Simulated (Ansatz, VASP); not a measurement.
## LaSb in VASP and in Ansatz

INCAR

```
PREC     = Accurate       # precision mode
ENCUT    = 520            # plane-wave cutoff, eV
EDIFF    = 1E-6           # SCF threshold, eV
ISMEAR   = 0              # smearing method
SIGMA    = 0.1            # smearing width, eV
LREAL    = False          # projectors in reciprocal space
LASPH    = True           # aspherical terms in the spheres
NELM     = 80             # most SCF steps
ALGO     = Normal         # electronic algorithm
ISIF     = 2              # what is computed and relaxed
LWAVE    = False          # write WAVECAR
LCHARG   = False          # write CHGCAR
NBANDS   = 15             # bands
```

Contents of KPOINTS:

```
Automatic mesh
0
Gamma
  8 8 8
```

Contents of POSCAR:

```
LaSb
1.0
    0.0000000000      3.2877022654      3.2877022654
    3.2877022654      0.0000000000      3.2877022654
    3.2877022654      3.2877022654      0.0000000000
La Sb
1 1
Direct
    0.0000000000      0.0000000000      0.0000000000
    0.5000000000      0.5000000000      0.5000000000
```

Input for Ansatz:

```yaml
crystal:
  lattice:
    - [0.0, 3.2877022653964754, 3.2877022653964754]
    - [3.2877022653964754, 0.0, 3.2877022653964754]
    - [3.2877022653964754, 3.2877022653964754, 0.0]
  atoms:
    - { symbol: La, position: [0.0, 0.0, 0.0] }
    - { symbol: Sb, position: [0.5, 0.5, 0.5] }
basis:
  ecutwfc: 510.0
kpoints:
  mp_grid:
    grid: [8, 8, 8]
hamiltonian:
  xc: lda
scf:
  occupations:
    method: gaussian
output:
  stress: true
```

Alike in both runs: task single point; functional LDA; k mesh 8 × 8 × 8; no spin polarisation.

```csv
,VASP,Ansatz
version,VASP 6.6.1,Ansatz 0.2.0
potentials or method,"VASP PAW LDA potentials, release 64 (La, Sb), cutoff 520 eV","plane waves, PAW"
occupations,"gaussian, width 0.1 eV",gaussian
valence electrons in the cell,16,26
```

VASP gave:

| Property | Result |
| --- | --- |
| pressure (GPa) | -4.1 |

Which values does Ansatz return?

Pressure (GPa): -4.2.

LDA's correlation is that of Perdew and Zunger in VASP and of Perdew and Wang (1992) in Ansatz. VASP's potentials hold 16 valence electrons a cell and Ansatz's 26, so a difference there can come from the potentials and not from the codes.

Spin-orbit coupling is off throughout.
